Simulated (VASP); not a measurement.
Cr, 2 atoms in the cell. Symmetry: P6_3/mmc, No. 194, hexagonal system. The conventional cell has a = 2.288 Å, b = 2.288 Å, c = 4.000 Å, α = 90.00°, β = 90.00°, γ = 120.00°. Cr (site symmetry -6m2) has 12 Cr at 2.29 to 2.40 Å within 3.0 Å. 

* Program: VASP 6.6.1
* Task: single point
* Functional: PBE
* Potentials or basis: VASP PAW PBE potentials, release 64 (Cr_sv)
* Cutoff: 600 eV
* k mesh: 17 × 17 × 9
* Occupations: fermi-dirac, width 0.1 eV
* Spin: no spin polarisation
* Dipole correction: no
* Second run: valence_matched
* Further INCAR settings: ALGO = Normal; EDIFF = 1e-06; NBANDS = 21

Potentials or basis: VASP PAW PBE potentials, release 64 (Cr_sv).

Run with:

```console
$ cat potpaw_PBE.64/Cr_sv/POTCAR > POTCAR
$ mpirun -np 1 vasp_std > vasp.out
```

Hardware: 1 thread of Intel(R) Xeon(R) Platinum 8488C (Sapphire Rapids), with other jobs on the host.

Problem. How long does it take, and how much memory?

Solution. Wall time 41 s on 1 thread of Intel(R) Xeon(R) Platinum 8488C (Sapphire Rapids), with other jobs on the host, peak memory 0.18 GiB. Counts: scf iterations 12, k points 165.
